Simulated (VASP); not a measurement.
# MoH5: single point with PBE

Crystal: MoH5.

```
CELL_PARAMETERS angstrom
2.71798 0.00000 0.00000
0.00000 2.71798 0.00000
0.00000 0.00000 4.78366
ATOMIC_POSITIONS crystal
H 0.50000 0.50000 0.41166
H 0.50000 0.50000 0.58834
H 0.00000 0.00000 0.30034
H 0.00000 0.00000 0.69966
H 0.00000 0.00000 0.50000
Mo 0.50000 0.50000 0.00000
```

| Property | Result |
| --- | --- |
| Program | VASP 6.6.1 |
| Task | single point |
| Functional | PBE |
| Potentials or basis | VASP PAW PBE potentials, release 64 (H, Mo_sv) |
| Cutoff | 520 eV |
| k mesh | 14 × 14 × 8 |
| Occupations | gaussian, width 0.1 eV |
| Spin | no spin polarisation |
| Dipole correction | no |
| k mesh for the DOS | 21 × 21 × 12 |
| Occupations for the DOS | tetrahedron |
| Further INCAR settings | ALGO = Normal; EDIFF = 1e-06; NBANDS = 18 |

- Valence electrons inside the program's atomic spheres: H 0.61, 0.52 (each value once); Mo 12.40

Levels at points of the mesh, in eV from the Fermi level:
```tsv
k point	band 5	band 6	band 7	band 8	band 9	band 10	band 11	band 12	band 13	band 14
(0.00, 0.00, 0.00)	-12.62	-5.40	-4.73	-3.42	-1.22	1.45	1.45	2.06	3.07	8.24
(0.00, 0.00, 0.50)	-11.98	-7.60	-3.41	-3.22	-2.32	1.36	1.36	3.07	5.00	6.90
```

Run time: 87 s on 1 thread of AMD EPYC 9R45 96-Core Processor (Zen 5), on a shared host, peak memory 0.34 GiB.
